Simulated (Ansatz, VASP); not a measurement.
## Two plane-wave programs on AlFe

Contents of INCAR:

```
ALGO = Normal
EDIFF = 1E-6
ENCUT = 520
GGA = PS
ISIF = 2
ISMEAR = 0
ISPIN = 2
LASPH = True
LCHARG = True
LELF = True
LMAXMIX = 4
LORBIT = 11
LREAL = False
LVHAR = True
LWAVE = False
MAGMOM = 0 0.75
NBANDS = 16
NELM = 150
PREC = Accurate
SIGMA = 0.15
```

File KPOINTS:

```
k-points
0
Gamma
  18 18 18
```

The input POSCAR:

```
AlFe
1.0
    2.9189406303      0.0000000000      0.0000000000
    0.0000000000      2.9189406303      0.0000000000
    0.0000000000      0.0000000000      2.9189406303
Al Fe
1 1
Direct
    0.0000000000      0.0000000000      0.0000000000
    0.5000000000      0.5000000000      0.5000000000
```

Input for Ansatz:

```yaml
crystal:
  lattice:
    - [2.9189406303, 0.0, 0.0]
    - [0.0, 2.9189406303, 0.0]
    - [0.0, 0.0, 2.9189406303]
  atoms:
    - { symbol: Al, position: [0.0, 0.0, 0.0] }
    - { symbol: Fe, position: [0.5, 0.5, 0.5], spin: 0.75 }
basis:
  ecutwfc: 520.0
kpoints:
  mp_grid: { grid: [18, 18, 18] }
hamiltonian:
  xc: pbesol
scf:
  occupations: { method: gaussian, width: 0.15 }
output:
  forces: true
  stress: true
  eigenvalues: true
  populations: true
magnetization:
  spin_polarized: true
```

Alike in both runs: task single point; functional PBEsol; k mesh 18 × 18 × 18; occupations gaussian, width 0.15 eV; collinear spin.

|  | VASP | Ansatz |
| --- | --- | --- |
| version | VASP 6.6.1 | Ansatz 0.2.0 |
| potentials or method | VASP PAW PBE potentials, release 64 (Al, Fe), cutoff 520 eV | scalar-relativistic, plane waves, PAW |
| valence electrons in the cell | 11 | 19 |

```csv
,VASP,Ansatz,Ansatz less VASP
gap on the k mesh at the Fermi level (eV),none,none,-
pressure (GPa),-12.1,-12.3,-0.16
net moment per atom (μB),0.37,0.37,+0.002
size of the moment on the site where the two differ most (μB),0.03,0.03,+0.006
```

VASP's potentials were made for PBE, not for PBEsol. Site moments also hang on the region over which each program counts them. A gap of «none» marks a metal or a gap that the smearing closes. VASP's potentials hold 11 valence electrons a cell and Ansatz's 19, so a difference there can come from the potentials and not from the codes.
